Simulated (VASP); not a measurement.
## Si8O15 (a cell with a defect): single point with LDA

The system is Si8O15 (a cell with a defect).

```xyz
23
Lattice="0.0000 5.0462 4.4946 4.0970 0.0000 4.4946 4.0970 5.0462 0.0000" Properties=species:S:1:pos:R:3 pbc="T T T"
Si    4.1614    5.8714    1.1801
Si    2.1066    1.6414    3.4515
Si    3.9747    4.4539    7.9395
Si    2.2192    3.3063    0.9569
Si    4.1026    5.7710    5.5870
Si    6.1617    6.7588    7.8317
Si    4.0653    4.2218    3.3683
Si    6.0982    8.3331    5.6194
O     2.8444    3.1241    4.0578
O     3.1316    4.4379    1.8873
O     5.0542    4.3930    4.8673
O     2.9084    1.9786    1.9311
O     5.2310    1.9686    4.8521
O     5.0619    5.6729    2.6395
O     7.2437    5.6636    4.2223
O     3.0913    8.1547    4.0479
O     3.1826    4.4368    6.4025
O     0.9238    4.4749    4.8574
O     5.1962    8.1397    7.1035
O     5.1758    6.9652    4.8419
O     5.0291    5.5890    7.1062
O     3.1534    5.6085    4.1336
O     7.1194    6.9923    6.3725
```

| Item | Value |
| --- | --- |
| Program | VASP 6.6.1 |
| Task | single point |
| Functional | LDA |
| Potentials or basis | VASP PAW LDA potentials, release 64 (Si, O) |
| Cutoff | 520 eV |
| k mesh | 2 × 2 × 2 |
| Occupations | fermi-dirac, width 0.05 eV |
| Spin | no spin polarisation |
| Dipole correction | no |
| Charge | 2 |
| Further INCAR settings | LREAL = Auto; ALGO = Normal; EDIFF = 1e-06; NBANDS = 78; NELECT = 120.0 |

* Largest force: 0.087 eV/Å

Forces in eV/Å, atoms in the order of the input:
```
Si  -0.026  0.022 -0.029
Si  -0.023 -0.008  0.016
Si   0.029 -0.081 -0.008
Si  -0.052  0.036  0.036
Si  -0.001  0.049 -0.009
Si   0.022 -0.030  0.011
Si  -0.011 -0.017  0.019
Si   0.015  0.041 -0.015
O    0.019  0.010 -0.019
O    0.001  0.009 -0.010
O    0.024 -0.007  0.019
O    0.035 -0.019 -0.014
O   -0.015 -0.001  0.014
O    0.016 -0.015  0.016
O   -0.005  0.019  0.021
O    0.022 -0.019 -0.048
O   -0.030 -0.011 -0.023
O    0.033 -0.019  0.028
O   -0.020  0.002  0.015
O   -0.023  0.004  0.021
O    0.014  0.015 -0.002
O   -0.025  0.009 -0.024
O    0.001  0.011 -0.014
```

Levels at points of the mesh, in eV from the Fermi level:
```tsv
k point	band 56	band 57	band 58	band 59	band 60	band 61	band 62	band 63	band 64	band 65
(0.00, 0.00, 0.00)	-1.90	-1.85	-1.59	-1.30	-1.15	1.58	4.76	5.49	5.59	6.49
(0.50, 0.00, 0.00)	-1.89	-1.57	-1.49	-1.38	-1.34	2.31	4.31	5.76	6.07	6.42
(0.50, 0.50, 0.50)	-1.83	-1.82	-1.62	-1.37	-1.35	2.13	4.99	5.10	6.30	6.49
(0.00, 0.50, 0.00)	-2.04	-1.56	-1.50	-1.37	-1.31	2.26	4.69	5.27	6.28	6.70
(0.00, 0.00, 0.50)	-1.92	-1.77	-1.49	-1.42	-1.31	2.20	4.59	5.33	6.30	6.46
(0.50, 0.50, 0.00)	-1.82	-1.58	-1.53	-1.37	-1.29	2.18	4.69	5.61	6.52	6.82
(0.50, 0.00, 0.50)	-2.02	-1.68	-1.63	-1.41	-1.25	2.35	4.61	5.16	6.27	6.40
(0.00, 0.50, 0.50)	-1.70	-1.62	-1.51	-1.32	-1.26	2.29	4.55	5.66	6.69	6.90
```

It took 79 s on 1 thread of Intel(R) Xeon(R) 6975P-C (Granite Rapids), with other jobs on the host, peak memory 0.29 GiB.

Caveat: the k points lie up to 0.61 Å⁻¹ apart; the cell carries a net charge on a neutralising background, which shifts energy and pressure; the cell is charged against a uniform background, so pressure and absolute levels hang on convention.
